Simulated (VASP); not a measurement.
# Ir (P6/mmm) in VASP: a series of runs

The runs below take Ir through single point, with LDA.

Everything below comes from runs of VASP 6.6.1. Logs are shortened: lines on timing, memory, paths and dates and some standing lists are left out, and cuts for length are marked.

### Step 1. The cell of the first run

The structure is hexagonal, space group P6/mmm (No. 191). The conventional cell has a = 2.502 Å, b = 2.502 Å, c = 2.416 Å, α = 90.00°, β = 90.00°, γ = 120.00°. Within 3.2 Å of Ir (site symmetry 6/mmm) lie 8 Ir at 2.42 to 2.50 Å.

This isn't the form of Ir at room conditions, which is fcc.

### Step 2. Single point, LDA

Input file INCAR:

```
SYSTEM = Ir
  ALGO = Normal
  EDIFF = 1E-6
  ENCUT = 520
  GGA = CA
  ISIF = 2
  ISMEAR = -1
  LASPH = .True.
  LCHARG = .False.
  LREAL = .False.
  LWAVE = .False.
  NBANDS = 10
  NELM = 100
  PREC = Accurate
  SIGMA = 0.08
```

Input file KPOINTS:

```
k-points
0
Gamma
  18 18 16
  0 0 0
```

Input file POSCAR:

```
Ir
1.0
    2.5022166557      0.0000000000      0.0000000000
   -1.2511083278      2.1669831896      0.0000000000
    0.0000000000      0.0000000000      2.4156173542
Ir
1
Direct
    0.0000000000      0.0000000000      0.0000000000
```

Potentials or basis: VASP PAW LDA potentials, release 64 (Ir).

Command:

```
> cat potpaw_LDA.64/Ir/POTCAR > POTCAR
> mpirun -np 1 vasp_std > vasp.out
```

OUTCAR:

```text
SYSTEM = Ir
   EDIFF = 1E-6
   ENCUT = 520
   GGA = CA
   ISIF = 2
   ISMEAR = -1
   LASPH = .True.
   LREAL = .False.
   NELM = 100
   PREC = Accurate

 ion  position               nearest neighbor table
   1  0.000  0.000  0.000-

  LATTYP: Found a hexagonal cell.
 ALAT       =     2.5022166557
 C/A-ratio  =     0.9653909659

  Lattice vectors:

 A1 = (   2.5022166557,   0.0000000000,   0.0000000000)
 A2 = (  -1.2511083278,   2.1669831896,   0.0000000000)
 A3 = (   0.0000000000,   0.0000000000,   2.4156173542)

Analysis of symmetry for initial positions (statically):
=====================================================================
 Subroutine PRICEL returns:
 Original cell was already a primitive cell.

 Routine SETGRP: Setting up the symmetry group for a
 hexagonal supercell.

 Subroutine GETGRP returns: Found 24 space group operations
 (whereof 24 operations were pure point group operations)
 out of a pool of 24 trial point group operations.

The static configuration has the point symmetry D_6h.

Analysis of symmetry for dynamics (positions and initial velocities):
=====================================================================
 Subroutine PRICEL returns:
 Original cell was already a primitive cell.

 Routine SETGRP: Setting up the symmetry group for a
 hexagonal supercell.

 Subroutine GETGRP returns: Found 24 space group operations
 (whereof 24 operations were pure point group operations)
 out of a pool of 24 trial point group operations.

The dynamic configuration has the point symmetry D_6h.

 Subroutine INISYM returns: Found 24 space group operations
 (whereof 24 operations are pure point group operations),
 and found     1 'primitive' translations

----------------------------------------------------------------------------------------

                                     Primitive cell

  volume of cell :      13.0981

  direct lattice vectors                    reciprocal lattice vectors
     2.502216656  0.000000000  0.000000000     0.399645649  0.230735523  0.000000000
    -1.251108328  2.166983190  0.000000000     0.000000000  0.461471046  0.000000000
     0.000000000  0.000000000  2.415617354     0.000000000  0.000000000  0.413972850

  length of vectors
     2.502216656  2.502216656  2.415617354     0.461471046  0.461471046  0.413972850

  position of ions in fractional coordinates (direct lattice)
[... 72 lines left out ...]
   LNONCOLLINEAR =      F non collinear calculations
   LSORBIT =      F    spin-orbit coupling
   LASPH  =      T    aspherical Exc in radial PAW
   ENCUT  =  520.0 eV  38.22 Ry    6.18 a.u.   4.65  4.65  4.49*2*pi/ulx,y,z
   NELM   =    100;   NELMIN=  2; NELMDL= -5     # of ELM steps
   EDIFF  = 0.1E-05   stopping-criterion for ELM
   LREAL  =      F    real-space projection
[... 7 lines left out ...]
   TEBEG  =    0.0;   TEEND  =   0.0 temperature during run
   PSTRESS=    0.0 pullay stress
   NELECT =       9.0000    total number of electrons
   NUPDOWN=      -1.0000    fix difference up-down
   EMIN   =  10.00;   EMAX   =-10.00  energy-range for DOS
   EFERMI =   0.00;   METHOD = LEGACY
   ISMEAR =    -1;   SIGMA  =   0.08  broadening in eV -4-tet -1-fermi 0-gaus
   EFERMI_NEDOS =   21; number of points for ismear=-14 and -15
   IALGO  =     38    algorithm
   IMIX   =      4    mixing-type and parameters
     AMIX     =   0.40;   BMIX     =  1.00
     AMIX_MAG =   1.60;   BMIX_MAG =  1.00
  volume/ion in A,a.u.               =      13.10        88.39
  Fermi-wavevector in a.u.,A,eV,Ry     =   1.444617  2.729931 28.394258  2.086919
  Thomas-Fermi vector in A             =   2.562892
   LORBIT       =      0    0 simple, 1 ext, 2 COOP (PROOUT), +10 PAW based schemes
   GGA     = CA    functional components
   LHFCALC =     F    Hartree Fock is set to
   AEXX    =    0.0000 exact exchange contribution
   IVDW    =     0    specifies the selected vdW correction
   LEPSILON=     F    determine dielectric tensor
   LRPA    =     F    only Hartree local field effects (RPA)
 non-spin polarized calculation
  energy-cutoff  :      520.00
  volume of cell :       13.10
 maximum number of plane-waves:       369
 NGX is ok and might be reduce to    20
   NGX =  9   NGY =  9   NGZ =  9

 number of electron       9.0000000 magnetization

 Free energy of the ion-electron system (eV)
  ---------------------------------------------------
  ext. energy  EPLUGINS =         0.00000000
  ---------------------------------------------------
  free energy    TOTEN  =        -9.32796853 eV

  energy without entropy =       -9.31161795  energy(sigma->0) =       -9.31979324

 E-fermi :  11.3403     XC(G=0): -14.4931

 val. band max:       11.3355708814   @ k =   0.3333   0.2222   0.0000
 cond. band min:      11.3454232094   @ k =   0.0556   0.0556   0.2500
 fundamental gap:      0.0098523281
 Fermi energy:        11.3402518845

 k-point     1 :       0.0000    0.0000    0.0000
  band No.  band energies     occupation
      1      -0.1170      2.00000
      2       3.3913      2.00000
      3       7.3212      2.00000
      4       7.3212      2.00000
      5      13.4072      0.00000
      6      13.4072      0.00000
      7      26.4520      0.00000
      8      27.5862      0.00000
      9      35.2851      0.00000
     10      35.2851      0.00000
[... 287 lines left out ...]
 k-point    24 :       0.3889    0.1111    0.0000
  band No.  band energies     occupation
      1       3.1502      2.00000
      2       4.7771      2.00000
      3       9.3003      2.00000
      4       9.4594      2.00000
      5      12.1483      0.00008
      6      14.9196      0.00000
      7      20.4140      0.00000
      8      25.0534      0.00000
      9      30.9480      0.00000
     10      36.2087      0.00000

 [... further k-points ...]

------------------------ aborting loop because EDIFF is reached ----------------------------------------

  FORCE on cell =-STRESS in cart. coord.  units (eV):
  Direction    XX          YY          ZZ          XY          YZ          ZX
  --------------------------------------------------------------------------------------
  -------------------------------------------------------------------------------------
  Total        5.8682879      5.8682879      5.7537655      0.0000000      0.0000000      0.0000000
  in kB      717.8164457    717.8164456    703.8079104      0.0000000      0.0000000      0.0000000
  external PRESSURE =     713.1469339 kB  Pullay stress =       0.0000000 kB

 VOLUME and BASIS-vectors are now :
 -----------------------------------------------------------------------------
  energy-cutoff  :      520.00
  volume of cell :       13.10
      direct lattice vectors                 reciprocal lattice vectors
     2.502216656  0.000000000  0.000000000     0.399645649  0.230735523  0.000000000
    -1.251108328  2.166983190  0.000000000     0.000000000  0.461471046  0.000000000
     0.000000000  0.000000000  2.415617354     0.000000000  0.000000000  0.413972850

 POSITION                                       TOTAL-FORCE (eV/Angst)
 -----------------------------------------------------------------------------------
      0.00000      0.00000      0.00000         0.000000      0.000000      0.000000
 -----------------------------------------------------------------------------------
    total drift:                               -0.000000      0.000000      0.000000

  FREE ENERGIE OF THE ION-ELECTRON SYSTEM (eV)
  ---------------------------------------------------
  free  energy   TOTEN  =        -9.3279685327 eV

  energy  without entropy=       -9.3116179514  energy(sigma->0) =       -9.31979324
```

OSZICAR:

```text
N       E                     dE             d eps       ncg     rms          rms(c)
DAV:   1     0.487160754911E+02    0.48716E+02   -0.44346E+03  6684   0.830E+02
DAV:   2    -0.888781360689E+01   -0.57604E+02   -0.55298E+02  6796   0.204E+02
DAV:   3    -0.977475758683E+01   -0.88694E+00   -0.88417E+00  7968   0.306E+01
DAV:   4    -0.978323885571E+01   -0.84813E-02   -0.84796E-02  8166   0.272E+00
DAV:   5    -0.978339869559E+01   -0.15984E-03   -0.15984E-03  8030   0.340E-01    0.205E+01
DAV:   6    -0.942964095814E+01    0.35376E+00   -0.46845E-01  8220   0.845E+00    0.951E+00
DAV:   7    -0.933490830691E+01    0.94733E-01   -0.18957E-01  9028   0.486E+00    0.155E+00
DAV:   8    -0.932925883808E+01    0.56495E-02   -0.92374E-03  7410   0.145E+00    0.844E-01
DAV:   9    -0.932796123589E+01    0.12976E-02   -0.45286E-04  7410   0.289E-01    0.292E-02
DAV:  10    -0.932796837432E+01   -0.71384E-05   -0.45290E-06  8088   0.180E-02    0.632E-03
DAV:  11    -0.932796853268E+01   -0.15836E-06   -0.10565E-07  4284   0.282E-03
   1 F= -.93279685E+01 E0= -.93197932E+01  d E =-.163506E-01
```

It took 51 s on 1 thread of Intel Xeon 8259CL, shared host; peak memory 0.16 GiB.

Results:

```yaml
Free_energy: -9.3280 eV
Pressure: 71.3 GPa
Band_gap_on_the_k_mesh: zero (an odd number of electrons rules out a gap without spin polarisation)
```

Stress tensor (GPa, compression positive):
```
71.78  0.00  0.00
 0.00 71.78  0.00
 0.00  0.00 70.38
```

Caveat: the cell stands under pressure; spin-orbit coupling is left out, which moves the levels of the heavy elements.

[end of part 1 of 2]
